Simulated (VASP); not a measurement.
CdO: single point with r2SCAN

The system is CdO.

```
CELL_PARAMETERS angstrom
0.00000 2.32115 2.32115
2.32115 0.00000 2.32115
2.32115 2.32115 0.00000
ATOMIC_POSITIONS crystal
Cd 0.00000 0.00000 0.00000
O 0.50000 0.50000 0.50000
```

| Item | Value |
| --- | --- |
| Program | VASP 6.6.1 |
| Task | single point |
| Functional | r2SCAN |
| Potentials or basis | VASP PAW PBE potentials, release 64 (Cd, O) |
| Cutoff | 660 eV |
| k mesh | 8 × 8 × 8 |
| Occupations | gaussian, width 0.05 eV |
| Spin | no spin polarisation |
| Dipole correction | no |
| Further INCAR settings | ALGO = Normal; EDIFF = 1e-06; NBANDS = 16 |

* Pressure: 8.6 GPa
* Band gap on the k mesh: 0.15 eV (least direct gap 1.65 eV)

Levels at points of the mesh, in eV from the valence-band top:
| k point | band 7 | band 8 | band 9 | band 10 | band 11 | band 12 |
| --- | --- | --- | --- | --- | --- | --- |
| (0.00, 0.00, 0.00) | -1.50 | -1.50 | -1.50 | 0.15 | 15.79 | 18.04 |
| (0.50, 0.00, 0.00) | -3.93 | 0.00 | 0.00 | 5.10 | 8.30 | 13.02 |
| (0.50, 0.50, 0.00) | -4.61 | -2.52 | -2.52 | 4.74 | 9.50 | 11.93 |

It took 35 s on 1 thread of Intel(R) Xeon(R) 6975P-C (Granite Rapids) (shared host), peak memory 0.17 GiB.

Caveat: the cell stands under pressure; the PAW data sets were made with another functional, which shifts forces and pressure a little. A k mesh can miss the band edges.
